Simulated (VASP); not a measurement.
Input of a VASP 6.6.1 run:

File POSCAR:

```
Os
1.0
    0.0000000000      1.9166940996      1.9166940996
    1.9166940996      0.0000000000      1.9166940996
    1.9166940996      1.9166940996      0.0000000000
Os
1
Direct
    0.0000000000      0.0000000000      0.0000000000
```

INCAR.step1

```
SYSTEM = Os
PREC = Accurate ; ENCUT = 520
ISMEAR = -1 ; SIGMA = 0.1
LREAL = .FALSE. ; LASPH = .TRUE.
NELM = 100 ; NBANDS = 10
GGA = PE ; ALGO = Normal
EDIFF = 1E-4 ; LWAVE = .TRUE.
LCHARG = .FALSE.
```

File INCAR.step2:

```
SYSTEM = Os
PREC = Accurate ; ENCUT = 520
EDIFF = 1E-6 ; ISMEAR = -1
SIGMA = 0.1 ; LREAL = .FALSE.
LASPH = .TRUE. ; NELM = 100
ALGO = Normal ; ISIF = 2
LWAVE = .FALSE. ; LCHARG = .FALSE.
METAGGA = R2SCAN ; LMIXTAU = .TRUE.
NBANDS = 10 ; ISTART = 1
```

The input KPOINTS:

```
Automatic mesh
0
G
  14 14 14
  0 0 0
```

Potentials or basis: VASP PAW PBE potentials, release 64 (Os).

Launch:

```bash
$ cat potpaw_PBE.64/Os/POTCAR > POTCAR
$ cp INCAR.step1 INCAR
$ mpirun -np 1 vasp_std > vasp.out
$ cp INCAR.step2 INCAR
$ mpirun -np 1 vasp_std > vasp.out
```

Question: Predict the band gap on the k mesh.

Answer: Zero (bands 4 and 5 overlap by 3.84 eV).

Question: Estimate the pressure.

Answer: 1.0 GPa.

Caveat: the PAW data sets were made with another functional, which shifts forces and pressure a little; spin-orbit coupling is left out, which moves the levels of the heavy elements.
